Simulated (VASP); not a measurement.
Set up this calculation in VASP 6.6.1, as the native input.

| Quantity | Value |
| --- | --- |
| Task | single point |
| Functional | r2SCAN |
| Potentials or basis | VASP PAW PBE potentials, release 64 (Cr_pv, F, K_sv, H) |
| Cutoff | 520 eV |
| k mesh | 7 × 7 × 7 |
| Occupations | fermi-dirac, width 0.1 eV |
| Spin | no spin polarisation |
| Dipole correction | no |
| Further INCAR settings | ALGO = Normal; EDIFF = 1e-07; NBANDS = 48 |

The system is K2CrHF6.

```
Cr F K H
1.0
     0.00000    4.01611    4.01611
     4.01611    0.00000    4.01611
     4.01611    4.01611    0.00000
Cr F K H
1 6 2 1
Direct
  0.00000 0.00000 0.00000
  0.77070 0.22930 0.22930
  0.22930 0.77070 0.22930
  0.22930 0.77070 0.77070
  0.77070 0.22930 0.77070
  0.22930 0.22930 0.77070
  0.77070 0.77070 0.22930
  0.25000 0.25000 0.25000
  0.75000 0.75000 0.75000
  0.50000 0.50000 0.50000
```

These files were run (other wordings do the same):

POSCAR

```
K2CrHF6
1.0
    0.0000000000      4.0161068700      4.0161068700
    4.0161068700      0.0000000000      4.0161068700
    4.0161068700      4.0161068700      0.0000000000
Cr F K H
1 6 2 1
Direct
    0.0000000000      0.0000000000      0.0000000000
    0.7707000000      0.2293000000      0.2293000000
    0.2293000000      0.7707000000      0.2293000000
    0.2293000000      0.7707000000      0.7707000000
    0.7707000000      0.2293000000      0.7707000000
    0.2293000000      0.2293000000      0.7707000000
    0.7707000000      0.7707000000      0.2293000000
    0.2500000000      0.2500000000      0.2500000000
    0.7500000000      0.7500000000      0.7500000000
    0.5000000000      0.5000000000      0.5000000000
```

INCAR.step1

```
ALGO = Normal
EDIFF = 1E-4
ENCUT = 520
GGA = PE
ISMEAR = -1
LASPH = T
LCHARG = F
LREAL = F
LWAVE = T
NBANDS = 48
NELM = 100
PREC = Accurate
SIGMA = 0.1
```

INCAR.step2

```
ALGO = Normal
EDIFF = 1E-7
ENCUT = 520
ISIF = 2
ISMEAR = -1
ISTART = 1
LASPH = T
LCHARG = T
LELF = T
LMIXTAU = T
LREAL = F
LVHAR = T
LWAVE = F
METAGGA = R2SCAN
NBANDS = 48
NELM = 100
PREC = Accurate
SIGMA = 0.1
```

KPOINTS

```
k-points
0
Gamma
  7 7 7
```

Potentials or basis: VASP PAW PBE potentials, release 64 (Cr_pv, F, K_sv, H).

Launch:

```bash
$ cat potpaw_PBE.64/Cr_pv/POTCAR potpaw_PBE.64/F/POTCAR potpaw_PBE.64/K_sv/POTCAR potpaw_PBE.64/H/POTCAR > POTCAR
$ cp INCAR.step1 INCAR
$ mpirun -np 1 vasp_std > vasp.out
$ cp INCAR.step2 INCAR
$ mpirun -np 1 vasp_std > vasp.out
```

Results of the run:

- Pressure: 1.2 GPa
- Largest force: 0.407 eV/Å
- Band gap on the k mesh: zero (an odd number of electrons rules out a gap without spin polarisation)

Caveat: the PAW data sets were made with another functional, which shifts forces and pressure a little; an odd number of electrons without spin polarisation forces a metal; a magnetic or distorted state may lie lower; the run has no spin polarisation, though such a crystal can be magnetic; semilocal functionals often make such compounds metallic where correlation or magnetic order opens a gap, which also shifts bond lengths.

Wall time 15 min on 1 thread of Intel(R) Xeon(R) Platinum 8488C (Sapphire Rapids) (shared host), peak memory 0.35 GiB.
